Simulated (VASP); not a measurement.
A run of VASP 6.6.1 is set up as follows.

File INCAR:

```
SYSTEM = Os
PREC     = Accurate       ! precision mode
ENCUT    = 600            ! plane-wave cutoff, eV
EDIFF    = 1E-6           ! SCF threshold, eV
ISMEAR   = -1             ! smearing method
SIGMA    = 0.1            ! smearing width, eV
LREAL    = .FALSE.        ! projectors in reciprocal space
LASPH    = .TRUE.         ! aspherical terms in the spheres
NELM     = 100            ! most SCF steps
ALGO     = Normal         ! electronic algorithm
ISIF     = 4              ! what is computed and relaxed
LWAVE    = .FALSE.        ! write WAVECAR
LCHARG   = .FALSE.        ! write CHGCAR
GGA      = PE             ! functional
IBRION   = 2              ! ionic algorithm
NSW      = 50             ! ionic steps
EDIFFG   = -0.005         ! ionic threshold
```

Contents of KPOINTS:

```
Automatic mesh
0
G
  9 9 13
  0 0 0
```

The input POSCAR:

```
Os
1.0
    4.1735450654      0.0000000000      0.0000000000
   -2.0867725327      3.6143960505      0.0000000000
    0.0000000000      0.0000000000      2.6280631167
Os
3
Direct
    0.0000000000      0.0000000000      0.0000000000
    0.3333333333      0.6666666667      0.5000000000
    0.6666666667      0.3333333333      0.5000000000
```

Potentials or basis: VASP PAW PBE potentials, release 64 (Os).

The run is started by

```console
$ cat potpaw_PBE.64/Os/POTCAR > POTCAR
$ mpirun -np 1 vasp_std > vasp.out
```

(1) Estimate the band gap on the k mesh.

Results:

(1) zero (bands 12 and 13 overlap by 3.02 eV).

Caveat: spin-orbit coupling is left out, which moves the levels of the heavy elements.
